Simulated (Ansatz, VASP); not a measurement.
Two plane-wave programs on GaAs2

```
Ga As
1.0
     3.55395    0.00000    0.00000
     0.00000    3.55395    0.00000
     0.00000    0.00000    5.92343
Ga As
1 2
Cartesian
  1.7770 1.7770 0.0000
  0.0000 0.0000 4.6992
  0.0000 0.0000 1.2242
```

Alike in both runs: functional PBE; k mesh 5 × 5 × 4; occupations gaussian, width 0.2 eV; no spin polarisation.

Ansatz relaxed the structure, and its values are those at the end. VASP's run is a single point on that final structure, the one shown.

```csv
,VASP,Ansatz
version,VASP 6.6.1,Ansatz 0.2.0
potentials or method,"VASP PAW PBE potentials, release 64 (Ga_d, As), cutoff 500 eV","scalar-relativistic, plane waves, PAW"
valence electrons in the cell,23,43
```

|  | VASP | Ansatz | Ansatz less VASP |
| --- | --- | --- | --- |
| gap on the k mesh at the Fermi level (eV) | none | none | - |
| pressure (GPa) | 0.3 | 0.1 | -0.20 |
| rms of the force components (eV/Å) | 0.034 | 0.007 | -0.0274 |

A gap of «none» marks a metal or a gap that the smearing closes. VASP's potentials hold 23 valence electrons a cell and Ansatz's 43, so a difference there can come from the potentials and not from the codes.
